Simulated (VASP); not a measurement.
# SiNi (rocksalt type) (Fm-3m) in VASP: further runs, part 2 of 2

VASP 6.6.1.

## Step 3: Single point, PBE

This run uses another cell than the first one, of 8.28 Å³/atom, 1.003 times its volume.

INCAR reads:

```
  PREC = Accurate
  ENCUT = 520
  EDIFF = 1E-6
  ISMEAR = -1
  SIGMA = 0.1
  LREAL = False
  LASPH = True
  NELM = 60
  ALGO = Normal
  ISIF = 2
  LWAVE = False
  LCHARG = True
  GGA = PE
  LELF = True
  LVHAR = True
  NBANDS = 14
```

KPOINTS reads:

```
Automatic mesh
0
Gamma
  17 17 17
```

POSCAR reads:

```
SiNi
1.0
    0.0000000000      2.0231768362      2.0231768362
    2.0231768362      0.0000000000      2.0231768362
    2.0231768362      2.0231768362      0.0000000000
Ni Si
1 1
Direct
    0.0000000000      0.0000000000      0.0000000000
    0.5000000000      0.5000000000      0.5000000000
```

Potentials or basis: VASP PAW PBE potentials, release 64 (Ni, Si).

Run with:

```
> cat potpaw_PBE.64/Ni/POTCAR potpaw_PBE.64/Si/POTCAR > POTCAR
> mpirun -np 1 vasp_std > vasp.out
```

Run time: 98 s. Hardware: 1 thread of AMD EPYC 7R13, shared host; peak memory 0.14 GiB.

The run converged. Its results:

```yaml
Free_energy: -6.9710 eV
Pressure: 190.4 GPa
Band_gap_on_the_k_mesh: zero (band 7 reaches 23.58 eV, above the bottom of band 8 at 15.39 eV)
```

Levels at points of the mesh, in eV from the Fermi level:
| k point | band 3 | band 4 | band 5 | band 6 | band 7 | band 8 | band 9 | band 10 | band 11 | band 12 |
| --- | --- | --- | --- | --- | --- | --- | --- | --- | --- | --- |
| (0.00, 0.00, 0.00) | -5.23 | -5.23 | -4.99 | -4.99 | 6.45 | 6.45 | 6.45 | 11.86 | 11.86 | 11.86 |

## Step 4: Single point, PBE

This run uses another cell than the first one, of 8.28 Å³/atom, 1.003 times its volume.

INCAR reads:

```
SYSTEM = SiNi
PREC = Accurate ; ENCUT = 520
EDIFF = 1E-7 ; ISMEAR = -1
SIGMA = 0.1 ; LREAL = .False.
LASPH = .True. ; NELM = 100
ALGO = Normal ; ISIF = 2
LWAVE = .False. ; LCHARG = .False.
GGA = PE ; NBANDS = 14
```

KPOINTS reads:

```
Automatic mesh
0
Gamma
  17 17 17
  0 0 0
```

POSCAR reads:

```
SiNi
1.0
    0.0000000000      2.0229160952      2.0229160952
    2.0229160952      0.0000000000      2.0229160952
    2.0229160952      2.0229160952      0.0000000000
Ni Si
1 1
Direct
    0.0000000000      0.0000000000      0.0000000000
    0.5000000000      0.5000000000      0.5000000000
```

Run with:

```
> cat potpaw_PBE.64/Ni/POTCAR potpaw_PBE.64/Si/POTCAR > POTCAR
> mpirun -np 1 vasp_std > vasp.out
```

Wall time 90 s (1 thread of AMD EPYC 7R13, shared host); peak memory 0.14 GiB.

Results (log left out):

| Item | Value |
| --- | --- |
| Free energy | -6.9634 eV |
| Pressure | 190.7 GPa |
| Band gap on the k mesh | zero (band 7 reaches 23.59 eV, above the bottom of band 8 at 15.40 eV) |

Levels at points of the mesh, in eV from the Fermi level:
```
           k point  band 3  band 4  band 5  band 6  band 7  band 8  band 9  band 10  band 11  band 12
(0.00, 0.00, 0.00)   -5.24   -5.24   -4.99   -4.99    6.45    6.45    6.45    11.86    11.86    11.86
```

## Step 5: Single point, PBE

This run uses another cell than the first one, of 13.32 Å³/atom, 1.613 times its volume.

INCAR reads:

```
SYSTEM = SiNi
PREC = Accurate
ENCUT = 520
EDIFF = 1E-6
ISMEAR = -1
SIGMA = 0.1
LREAL = .FALSE.
LASPH = .TRUE.
NELM = 80
ALGO = Normal
ISIF = 2
LWAVE = .FALSE.
LCHARG = .TRUE.
GGA = PE
LELF = .TRUE.
LVHAR = .TRUE.
NBANDS = 14
```

KPOINTS reads:

```
Automatic mesh
0
G
  15 15 15
  0 0 0
```

POSCAR reads:

```
SiNi
1.0
    0.0000000000      2.3703144473      2.3703144473
    2.3703144473      0.0000000000      2.3703144473
    2.3703144473      2.3703144473      0.0000000000
Ni Si
1 1
Direct
    0.0000000000      0.0000000000      0.0000000000
    0.5000000000      0.5000000000      0.5000000000
```

Potentials or basis: VASP PAW PBE potentials, release 64 (Ni, Si).

Run with:

```
> cat potpaw_PBE.64/Ni/POTCAR potpaw_PBE.64/Si/POTCAR > POTCAR
> mpirun -np 1 vasp_std > vasp.out
```

OUTCAR:

```text
SYSTEM = SiNi
   PREC = Accurate
   ENCUT = 520
   EDIFF = 1E-6
   ISMEAR = -1
   LREAL = .FALSE.
   LASPH = .TRUE.
   NELM = 80
   ISIF = 2
   GGA = PE

 ion  position               nearest neighbor table
   1  0.000  0.000  0.000-   2 2.37   2 2.37   2 2.37   2 2.37   2 2.37   2 2.37
   2  0.500  0.500  0.500-   1 2.37   1 2.37   1 2.37   1 2.37   1 2.37   1 2.37

  LATTYP: Found a face centered cubic cell.
 ALAT       =     4.7406288946

  Lattice vectors:

 A1 = (   0.0000000000,   2.3703144473,   2.3703144473)
 A2 = (   2.3703144473,   0.0000000000,   2.3703144473)
 A3 = (   2.3703144473,   2.3703144473,   0.0000000000)

Analysis of symmetry for initial positions (statically):
=====================================================================
 Subroutine PRICEL returns:
 Original cell was already a primitive cell.

 Routine SETGRP: Setting up the symmetry group for a
 face centered cubic supercell.

 Subroutine GETGRP returns: Found 48 space group operations
 (whereof 48 operations were pure point group operations)
 out of a pool of 48 trial point group operations.

The static configuration has the point symmetry O_h .

[... 174 lines left out ...]
      6       6.5584      2.00000
      7      13.0119      0.00000
      8      13.0119      0.00000
      9      13.0119      0.00000
     10      19.0723      0.00000
     11      19.0723      0.00000
     12      19.0723      0.00000
     13      20.9422      0.00000
     14      21.3284      0.00000
[... 377 lines left out ...]
      1      -2.2168      2.00000
      2       5.9904      2.00000
      3       6.2720      2.00000
      4       6.4923      2.00000
      5       6.6481      2.00000
      6       6.7417      2.00000
      7      11.2433      0.00000
      8      11.9882      0.00000
      9      13.0324      0.00000
     10      17.1274      0.00000
     11      17.2790      0.00000
     12      20.0227      0.00000
     13      20.1669      0.00000
     14      23.2799      0.00000

 [... further k-points ...]

------------------------ aborting loop because EDIFF is reached ----------------------------------------

  FORCE on cell =-STRESS in cart. coord.  units (eV):
  Direction    XX          YY          ZZ          XY          YZ          ZX
  --------------------------------------------------------------------------------------
  -------------------------------------------------------------------------------------
  Total        0.0066251      0.0066251      0.0066251     -0.0000000     -0.0000000     -0.0000000
  in kB        0.3985269      0.3985269      0.3985269     -0.0000000     -0.0000000     -0.0000000
  external PRESSURE =       0.3985269 kB  Pullay stress =       0.0000000 kB

 VOLUME and BASIS-vectors are now :
 -----------------------------------------------------------------------------
  energy-cutoff  :      520.00
  volume of cell :       26.63
      direct lattice vectors                 reciprocal lattice vectors
     0.000000000  2.370314447  2.370314447    -0.210942477  0.210942477  0.210942477
     2.370314447  0.000000000  2.370314447     0.210942477 -0.210942477  0.210942477
     2.370314447  2.370314447  0.000000000     0.210942477  0.210942477 -0.210942477

 POSITION                                       TOTAL-FORCE (eV/Angst)
 -----------------------------------------------------------------------------------
      0.00000      0.00000      0.00000         0.000000     -0.000000     -0.000000
      2.37031      2.37031      2.37031        -0.000000      0.000000      0.000000
 -----------------------------------------------------------------------------------
    total drift:                               -0.000000      0.000000      0.000000

  FREE ENERGIE OF THE ION-ELECTRON SYSTEM (eV)
  ---------------------------------------------------
  free  energy   TOTEN  =       -10.8868639958 eV

  energy  without entropy=      -10.8480789073  energy(sigma->0) =      -10.86747145
```

Run time: 99 s. Hardware: 1 thread of AMD EPYC 7R13, shared host; peak memory 0.16 GiB.

Results:

```
Free energy            : -10.8869 eV
Pressure               : 0.0 GPa
Band gap on the k mesh : zero (band 7 reaches 13.01 eV, above the bottom of band 8 at 8.20 eV)
```

Spin polarisation is off, so any magnetic state and its effect on volume and gap are missing.

## Step 6: Summary

| cell | k mesh | gap on the mesh (eV) | pressure (GPa) |
| --- | --- | --- | --- |
| a = 2.858 Å, angles 60.0°, 2 atoms | 17 × 17 × 17 | none | 192.8 |
| a = 2.861 Å, angles 60.0°, 2 atoms | 17 × 17 × 17 | none | 190.7 |
| a = 3.352 Å, angles 60.0°, 2 atoms | 15 × 15 × 15 | none | 0.0 |

Alike in all rows: task single point; level PBE; potentials or basis VASP PAW PBE potentials, release 64 (Ni, Si); no spin polarisation; cutoff (eV) 520; smearing fermi-dirac 0.1 eV.

Absolute energies hang on the potentials; compare differences alone.
